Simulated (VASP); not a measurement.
# Ta4N in VASP: further runs

Runs on Ta4N. Level: PBE. Tasks: single point.

All numbers are computed with VASP 6.6.1; they aren't measurements. Logs are shortened: lines on timing, memory, paths and dates and some standing lists are left out, and cuts for length are marked.

## 1. The cell of the first run

The cell holds a slab with vacuum, 5 atoms: a = 3.319 Å, b = 3.319 Å, c = 20.300 Å, α = 90.00°, β = 90.00°, γ = 90.00°.

## 2. Single point, PBE

INCAR reads:

```
SYSTEM = Ta4N
ALGO = Normal
DIPOL = 0.5 0.5 0.355
EDIFF = 1E-7
ENCUT = 520
GGA = PE
IDIPOL = 3
ISIF = 2
ISMEAR = 0
LASPH = .True.
LCHARG = .False.
LDIPOL = .True.
LREAL = .False.
LWAVE = .False.
NBANDS = 32
NELM = 80
PREC = Accurate
SIGMA = 0.1
```

KPOINTS reads:

```
k-points
0
Gamma
  8 8 1
  0 0 0
```

POSCAR reads:

```
Ta4N
1.0
    3.3189671338      0.0000000000      0.0000000000
    0.0000000000      3.3189671338      0.0000000000
    0.0000000000      0.0000000000     20.2996559829
Ta N
4 1
Direct
    0.5000000000      0.5000000000      0.1970476743
    0.0000000000      0.0000000000      0.2787970186
    0.5000000000      0.5000000000      0.3599139064
    0.0000000000      0.0000000000      0.4334879365
    0.1250000000      0.2500000000      0.5078591782
```

Potentials or basis: VASP PAW PBE potentials, release 64 (Ta_pv, N).

The run is started by

```
> cat potpaw_PBE.64/Ta_pv/POTCAR potpaw_PBE.64/N/POTCAR > POTCAR
> mpirun -np 1 vasp_std > vasp.out
```

OUTCAR:

```text
SYSTEM = Ta4N
   EDIFF = 1E-7
   ENCUT = 520
   GGA = PE
   ISIF = 2
   ISMEAR = 0
   LASPH = .True.
   LREAL = .False.
   NELM = 80
   PREC = Accurate

 ion  position               nearest neighbor table
   1  0.500  0.500  0.197-   2 2.87   2 2.87   2 2.87   2 2.87   3 3.31
   2  0.000  0.000  0.279-   3 2.87   3 2.87   3 2.87   3 2.87   1 2.87   1 2.87   1 2.87   1 2.87
                             4 3.14
   3  0.500  0.500  0.360-   4 2.78   4 2.78   4 2.78   4 2.78   2 2.87   2 2.87   2 2.87   2 2.87
                             1 3.31
   4  0.000  0.000  0.433-   5 1.77   3 2.78   3 2.78   3 2.78   3 2.78   2 3.14
   5  0.125  0.250  0.508-   4 1.77

  LATTYP: Found a simple tetragonal cell.
 ALAT       =     3.3189671338
 C/A-ratio  =     6.1162570054

  Lattice vectors:

 A1 = (   3.3189671338,   0.0000000000,   0.0000000000)
 A2 = (   0.0000000000,   3.3189671338,   0.0000000000)
 A3 = (   0.0000000000,   0.0000000000,  20.2996559829)

Analysis of symmetry for initial positions (statically):
=====================================================================
 Subroutine PRICEL returns:
 Original cell was already a primitive cell.

 Routine SETGRP: Setting up the symmetry group for a
 simple tetragonal supercell.

 Subroutine GETGRP returns: Found  1 space group operations
 (whereof  1 operations were pure point group operations)
 out of a pool of 16 trial point group operations.

The static configuration has the point symmetry C_1 .

Analysis of symmetry for dynamics (positions and initial velocities):
=====================================================================
 Subroutine PRICEL returns:
 Original cell was already a primitive cell.

 Routine SETGRP: Setting up the symmetry group for a
 simple tetragonal supercell.

 Subroutine GETGRP returns: Found  1 space group operations
 (whereof  1 operations were pure point group operations)
 out of a pool of 16 trial point group operations.

The dynamic configuration has the point symmetry C_1 .

 Subroutine INISYM returns: Found  1 space group operations
 (whereof  1 operations are pure point group operations),
 and found     1 'primitive' translations

----------------------------------------------------------------------------------------

                                     Primitive cell

  volume of cell :     223.6117

  direct lattice vectors                    reciprocal lattice vectors
     3.318967134  0.000000000  0.000000000     0.301298555  0.000000000  0.000000000
     0.000000000  3.318967134  0.000000000     0.000000000  0.301298555  0.000000000
     0.000000000  0.000000000 20.299655983     0.000000000  0.000000000  0.049261919

  length of vectors
     3.318967134  3.318967134 20.299655983     0.301298555  0.301298555  0.049261919

  position of ions in fractional coordinates (direct lattice)
     0.500000000  0.500000000  0.197047674
     0.000000000  0.000000000  0.278797019
     0.500000000  0.500000000  0.359913906
     0.000000000  0.000000000  0.433487937
     0.125000000  0.250000000  0.507859178

  ion indices of the primitive-cell ions
   primitive index   ion index
                 1           1
                 2           2
                 3           3
                 4           4
                 5           5

----------------------------------------------------------------------------------------

 KPOINTS: k-points

Automatic generation of k-mesh.
 Grid dimensions read from file:
 generate k-points for:    8    8    1

 Generating k-lattice:

  Cartesian coordinates                     Fractional coordinates (reciprocal lattice)
     0.037662319  0.000000000  0.000000000     0.125000000  0.000000000  0.000000000
     0.000000000  0.037662319  0.000000000     0.000000000  0.125000000  0.000000000
     0.000000000  0.000000000  0.049261919     0.000000000  0.000000000  1.000000000

  Length of vectors
     0.037662319  0.037662319  0.049261919

  Shift w.r.t. Gamma in fractional coordinates (k-lattice)
     0.000000000  0.000000000  0.000000000

 Subroutine IBZKPT returns following result:
 ===========================================

 Found     34 irreducible k-points:

 Following reciprocal coordinates:
            Coordinates               Weight
  0.000000  0.000000  0.000000      1.000000
  0.125000  0.000000  0.000000      2.000000
  0.000000  0.125000  0.000000      2.000000
  0.250000  0.000000  0.000000      2.000000
  0.000000  0.250000  0.000000      2.000000
  0.375000  0.000000  0.000000      2.000000
[... 16 lines left out ...]
 -0.250000  0.250000  0.000000      2.000000
  0.375000  0.250000  0.000000      2.000000
 [... further k-points ...]
   k-points           NKPTS =     34   k-points in BZ     NKDIM =     34   number of bands    NBANDS=     32
   number of dos      NEDOS =    301   number of ions     NIONS =      5
   total plane-waves  NPLWV = 125440
   dimension x,y,z NGX =    28 NGY =   28 NGZ =  160
   dimension x,y,z NGXF=    56 NGYF=   56 NGZF=  320
   ions per type =               4   1
   NGX,Y,Z   is equivalent  to a cutoff of  14.03, 14.03, 13.10 a.u.
   NGXF,Y,Z  is equivalent  to a cutoff of  28.05, 28.05, 26.21 a.u.
 SYSTEM =  Ta4N
   PREC   = accura    normal or accurate (medium, high low for compatibility)
   ISTART =      0    job   : 0-new  1-cont  2-samecut
   ICHARG =      2    charge: 1-file 2-atom 10-const
   ISPIN  =      1    spin polarized calculation?
   LNONCOLLINEAR =      F non collinear calculations
   LSORBIT =      F    spin-orbit coupling
   LASPH  =      T    aspherical Exc in radial PAW
   ENCUT  =  520.0 eV  38.22 Ry    6.18 a.u.   6.17  6.17 37.74*2*pi/ulx,y,z
   NELM   =     80;   NELMIN=  2; NELMDL= -5     # of ELM steps
   EDIFF  = 0.1E-06   stopping-criterion for ELM
   LREAL  =      F    real-space projection
   EDIFFG = 0.1E-05   stopping-criterion for IOM
   NSW    =      0    number of steps for IOM
   IBRION =     -1    ionic relax: 0-MD 1-quasi-New 2-CG
   NFREE  =      0    steps in history (QN), initial steepest desc. (CG)
   ISIF   =      2    stress and relaxation
   ISYM   =      2    0-nonsym 1-usesym 2-fastsym
   POTIM  = 0.5000    time-step for ionic-motion
   TEBEG  =    0.0;   TEEND  =   0.0 temperature during run
   PSTRESS=    0.0 pullay stress
   NELECT =      49.0000    total number of electrons
   NUPDOWN=      -1.0000    fix difference up-down
   EMIN   =  10.00;   EMAX   =-10.00  energy-range for DOS
   EFERMI =   0.00;   METHOD = LEGACY
   ISMEAR =     0;   SIGMA  =   0.10  broadening in eV -4-tet -1-fermi 0-gaus
   EFERMI_NEDOS =   21; number of points for ismear=-14 and -15
   IALGO  =     38    algorithm
   IMIX   =      4    mixing-type and parameters
     AMIX     =   0.40;   BMIX     =  1.00
     AMIX_MAG =   1.60;   BMIX_MAG =  1.00
  volume/ion in A,a.u.               =      44.72       301.80
  Fermi-wavevector in a.u.,A,eV,Ry     =   0.986981  1.865123 13.253856  0.974131
  Thomas-Fermi vector in A             =   2.118401
   LORBIT       =      0    0 simple, 1 ext, 2 COOP (PROOUT), +10 PAW based schemes
   GGA     = PE    functional components
   LHFCALC =     F    Hartree Fock is set to
   AEXX    =    0.0000 exact exchange contribution
   IVDW    =     0    specifies the selected vdW correction
   LEPSILON=     F    determine dielectric tensor
   LRPA    =     F    only Hartree local field effects (RPA)
 non-spin polarized calculation
 Gauss-broadening in eV      SIGMA  =   0.10
  energy-cutoff  :      520.00
  volume of cell :      223.61
 maximum number of plane-waves:      6059
 NGX is ok and might be reduce to    28
   NGX = 13   NGY = 13   NGZ = 75

 dipolmoment           0.000000      0.000000     -0.393499 electrons x Angstroem

 number of electron      48.9999994 magnetization

 dipolmoment           0.000000      0.000000      0.219091 electrons x Angstroem

 Free energy of the ion-electron system (eV)
  ---------------------------------------------------
  ext. energy  EPLUGINS =         0.00000000
  ---------------------------------------------------
  free energy    TOTEN  =       -50.58252866 eV

  energy without entropy =      -50.55067650  energy(sigma->0) =      -50.56660258

 E-fermi :  -1.5818     XC(G=0):  -5.5436

 val. band max:       -1.5905478110   @ k =  -0.1250   0.3750   0.0000
 cond. band min:      -1.5762743473   @ k =   0.3750   0.2500   0.0000
 fundamental gap:      0.0142734637
 Fermi energy:        -1.5817691465

 k-point     1 :       0.0000    0.0000    0.0000
  band No.  band energies     occupation
      1     -36.5638      2.00000
      2     -36.3717      2.00000
      3     -36.3667      2.00000
      4     -35.7783      2.00000
      5     -35.7214      2.00000
      6     -35.6824      2.00000
[... 24 lines left out ...]
     31       0.7728      0.00000
     32       1.1084      0.00000

 k-point     2 :       0.1250    0.0000    0.0000
  band No.  band energies     occupation
      1     -36.5678      2.00000
      2     -36.4010      2.00000
      3     -36.3634      2.00000
      4     -35.8054      2.00000
      5     -35.7689      2.00000
      6     -35.6785      2.00000
[... 24 lines left out ...]
     31       0.7750      0.00000
     32       1.2350      0.00000
[... 733 lines left out ...]
     31       1.6853      0.00000
     32       1.8862      0.00000

 k-point    24 :       0.3750    0.2500    0.0000
  band No.  band energies     occupation
      1     -36.5693      2.00000
      2     -36.5364      2.00000
      3     -36.4410      2.00000
      4     -35.9619      2.00000
      5     -35.8456      2.00000
      6     -35.8016      2.00000
[... 24 lines left out ...]
     31       1.5636      0.00000
     32       2.1476      0.00000

 [... further k-points ...]

------------------------ aborting loop because EDIFF is reached ----------------------------------------

 vacuum level on the upper side and lower side of the slab       (xc-potential included)         1.633        -1.950

  FORCE on cell =-STRESS in cart. coord.  units (eV):
  Direction    XX          YY          ZZ          XY          YZ          ZX
  --------------------------------------------------------------------------------------
  -------------------------------------------------------------------------------------
  Total       -1.0212385     -1.9520578      1.5102256      0.6313444      2.1948425      0.8347409
  in kB       -7.3171709    -13.9864877     10.8207615      4.5235806     15.7260393      5.9809160
  external PRESSURE =      -3.4942991 kB  Pullay stress =       0.0000000 kB

 VOLUME and BASIS-vectors are now :
 -----------------------------------------------------------------------------
  energy-cutoff  :      520.00
  volume of cell :      223.61
      direct lattice vectors                 reciprocal lattice vectors
     3.318967134  0.000000000  0.000000000     0.301298555  0.000000000  0.000000000
     0.000000000  3.318967134  0.000000000     0.000000000  0.301298555  0.000000000
     0.000000000  0.000000000 20.299655983     0.000000000  0.000000000  0.049261919

 POSITION                                       TOTAL-FORCE (eV/Angst)
 -----------------------------------------------------------------------------------
      1.65948      1.65948      4.00000         0.068191      0.112508      1.266691
      0.00000      0.00000      5.65948         0.049313      0.042756     -1.313950
      1.65948      1.65948      7.30613        -0.214529     -0.101200     -2.063478
      0.00000      0.00000      8.79966        -0.563455     -1.855192      1.842961
      0.41487      0.82974     10.30937         0.660480      1.801128      0.267778
 -----------------------------------------------------------------------------------
    total drift:                                0.000045      0.000049     -0.000046

  FREE ENERGIE OF THE ION-ELECTRON SYSTEM (eV)
  ---------------------------------------------------
  free  energy   TOTEN  =       -50.5825286594 eV

  energy  without entropy=      -50.5506765006  energy(sigma->0) =      -50.56660258

 vacuum level on the upper side and lower side of the slab         5.817         2.150
```

Run time: 6.4 min. Hardware: 1 thread of Intel Xeon 6975P-C (Granite Rapids), shared host; peak memory 0.46 GiB.

Results:

```
Free energy            : -50.5825 eV
Largest force          : 2.675 eV/Å
Band gap on the k mesh : zero (an odd number of electrons rules out a gap without spin polarisation)
```

Forces in eV/Å, atoms in the order of the input:
```
Ta   0.068  0.113  1.267
Ta   0.049  0.043 -1.314
Ta  -0.215 -0.101 -2.063
Ta  -0.563 -1.855  1.843
N    0.660  1.801  0.268
```

Caveat: spin-orbit coupling is left out, which moves the levels of the heavy elements.

## 3. Single point, PBE

Edit INCAR of step 2 so:

```diff
@@ -2,4 +2,4 @@
 ALGO = Normal
-DIPOL = 0.5 0.5 0.355
-EDIFF = 1E-7
+DIPOL = 0.5 0.5 0.350
+EDIFF = 1E-6
 ENCUT = 520
@@ -15,3 +15,3 @@
 NBANDS = 32
-NELM = 80
+NELM = 60
 PREC = Accurate
```

KPOINTS is that of step 2.

Edit POSCAR of step 2 so:

```diff
@@ -12,2 +12,2 @@
     0.0000000000      0.0000000000      0.4334879365
-    0.1250000000      0.2500000000      0.5078591782
+    0.2500000000      0.3750000000      0.4793292709
```

Potentials or basis: VASP PAW PBE potentials, release 64 (Ta_pv, N).

The run is started by

```
> cat potpaw_PBE.64/Ta_pv/POTCAR potpaw_PBE.64/N/POTCAR > POTCAR
> mpirun -np 1 vasp_std > vasp.out
```

OUTCAR:

```text
SYSTEM = Ta4N
   EDIFF = 1E-6
   ENCUT = 520
   GGA = PE
   ISIF = 2
   ISMEAR = 0
   LASPH = .True.
   LREAL = .False.
   NELM = 60
   PREC = Accurate

 ion  position               nearest neighbor table
   1  0.500  0.500  0.197-   2 2.87   2 2.87   2 2.87   2 2.87   3 3.31
   2  0.000  0.000  0.279-   3 2.87   3 2.87   3 2.87   3 2.87   1 2.87   1 2.87   1 2.87   1 2.87
                             4 3.14
   3  0.500  0.500  0.360-   5 2.60   4 2.78   4 2.78   4 2.78   4 2.78   2 2.87   2 2.87   2 2.87
                             2 2.87   1 3.31
   4  0.000  0.000  0.433-   5 1.76   5 2.42   3 2.78   3 2.78   3 2.78   3 2.78   2 3.14
   5  0.250  0.375  0.479-   4 1.76   4 2.42   3 2.60

  LATTYP: Found a simple tetragonal cell.
 ALAT       =     3.3189671338
 C/A-ratio  =     6.1162570054
[... 1049 lines left out ...]
  Total       -0.0062632      0.9371122      0.0570013      3.9209902      4.7560595      3.0685110
  in kB       -0.0448755      6.7144060      0.4084142     28.0938821     34.0771513     21.9858715
  external PRESSURE =       2.3593149 kB  Pullay stress =       0.0000000 kB

 VOLUME and BASIS-vectors are now :
 -----------------------------------------------------------------------------
  energy-cutoff  :      520.00
  volume of cell :      223.61
      direct lattice vectors                 reciprocal lattice vectors
     3.318967134  0.000000000  0.000000000     0.301298555  0.000000000  0.000000000
     0.000000000  3.318967134  0.000000000     0.000000000  0.301298555  0.000000000
     0.000000000  0.000000000 20.299655983     0.000000000  0.000000000  0.049261919

 POSITION                                       TOTAL-FORCE (eV/Angst)
 -----------------------------------------------------------------------------------
      1.65948      1.65948      4.00000         0.058609      0.103273      1.293601
      0.00000      0.00000      5.65948         0.089224     -0.103145     -0.972156
      1.65948      1.65948      7.30613        -0.863794     -0.287911     -2.075038
      0.00000      0.00000      8.79966        -1.799559     -4.546698      1.590691
      0.82974      1.24461      9.73022         2.515520      4.834481      0.162902
 -----------------------------------------------------------------------------------
    total drift:                               -0.000004     -0.000038     -0.000071

  FREE ENERGIE OF THE ION-ELECTRON SYSTEM (eV)
  ---------------------------------------------------
  free  energy   TOTEN  =       -52.4395272442 eV

  energy  without entropy=      -52.4265590220  energy(sigma->0) =      -52.43304313

 vacuum level on the upper side and lower side of the slab         4.498         2.883
```

Wall time 4.4 min (1 thread of Intel Xeon 6975P-C (Granite Rapids), shared host); peak memory 0.46 GiB.

Results:

* Free energy: -52.4395 eV
* Largest force: 5.452 eV/Å
* Band gap on the k mesh: zero (an odd number of electrons rules out a gap without spin polarisation)

Forces in eV/Å, atoms in the order of the input:
```
Ta   0.059  0.103  1.294
Ta   0.089 -0.103 -0.972
Ta  -0.864 -0.288 -2.075
Ta  -1.800 -4.547  1.591
N    2.516  4.834  0.163
```

Levels at points of the mesh, in eV from the Fermi level:
| k point | band 22 | band 23 | band 24 | band 25 | band 26 | band 27 | band 28 | band 29 |
| --- | --- | --- | --- | --- | --- | --- | --- | --- |
| (0.00, 0.00, 0.00) | -0.18 | 0.10 | 0.35 | 0.41 | 0.58 | 0.83 | 1.26 | 1.50 |
| (0.50, 0.00, 0.00) | -0.98 | -0.89 | -0.26 | 0.18 | 0.56 | 1.02 | 1.43 | 1.95 |
| (0.00, 0.50, 0.00) | -1.16 | -0.96 | -0.71 | 0.06 | 0.25 | 0.68 | 1.02 | 1.97 |
| (0.50, 0.50, 0.00) | -1.60 | -1.36 | -0.40 | -0.07 | 1.44 | 2.04 | 2.07 | 2.40 |

Caveat: spin-orbit coupling is left out, which moves the levels of the heavy elements.

## 4. Single point, PBE

INCAR reads:

```
  ALGO = Normal
  DIPOL = 0.5 0.5 0.352
  EDIFF = 1E-6
  ENCUT = 520
  GGA = PE
  IDIPOL = 3
  ISIF = 2
  ISMEAR = 0
  LASPH = True
  LCHARG = True
  LDIPOL = True
  LELF = True
  LREAL = False
  LVACPOTAV = True
  LVHAR = True
  LWAVE = False
  NBANDS = 32
  NELM = 100
  PREC = Accurate
  SIGMA = 0.1
```

KPOINTS reads:

```
k-points
0
Gamma
  8 8 1
```

Edit POSCAR of step 3 so:

```diff
@@ -12,2 +12,2 @@
     0.0000000000      0.0000000000      0.4334879365
-    0.2500000000      0.3750000000      0.4793292709
+    0.1250000000      0.3750000000      0.4914613360
```

The run is started by

```
> cat potpaw_PBE.64/Ta_pv/POTCAR potpaw_PBE.64/N/POTCAR > POTCAR
> mpirun -np 1 vasp_std > vasp.out
```

Run time: 4.8 min. Hardware: 1 thread of Intel Xeon 6975P-C (Granite Rapids), shared host; peak memory 0.46 GiB.

It converged, with:

```
Free energy            : -51.7735 eV
Largest force          : 4.695 eV/Å
Band gap on the k mesh : zero (an odd number of electrons rules out a gap without spin polarisation)
```

Forces in eV/Å, atoms in the order of the input:
```
Ta   0.057  0.103  1.189
Ta   0.108  0.013 -1.019
Ta  -0.555 -0.206 -2.084
Ta  -0.570 -4.338  1.704
N    0.960  4.428  0.210
```

Levels at points of the mesh, in eV from the Fermi level:
```csv
k point,band 21,band 22,band 23,band 24,band 25,band 26,band 27,band 28,band 29,band 30
"(0.00, 0.00, 0.00)",-1.36,-0.51,-0.12,0.30,0.33,0.50,0.73,1.01,1.52,1.69
"(0.50, 0.00, 0.00)",-1.48,-0.93,-0.91,-0.31,0.12,0.67,0.82,1.26,1.69,1.99
"(0.00, 0.50, 0.00)",-1.50,-1.14,-0.94,-0.91,0.14,0.31,0.75,0.98,1.80,1.99
"(0.50, 0.50, 0.00)",-1.80,-1.57,-1.22,-0.52,-0.07,0.75,2.03,2.05,2.38,3.54
```

Caveat: spin-orbit coupling is left out, which moves the levels of the heavy elements.

## 5. Summary

| cell | gap on the mesh (eV) | largest force (eV/Å) |
| --- | --- | --- |
| as given, atomic positions A | none | 2.68 |
| as given, atomic positions B | none | 5.45 |
| as given, atomic positions C | none | 4.70 |

Alike in all rows: task single point; level PBE; potentials or basis VASP PAW PBE potentials, release 64 (Ta_pv, N); no spin polarisation; k mesh 8 × 8 × 1; cutoff (eV) 520; smearing gaussian 0.1 eV.

Caveats: spin-orbit coupling is left out, which moves the levels of the heavy elements.

Absolute energies hang on the potentials; compare differences alone.
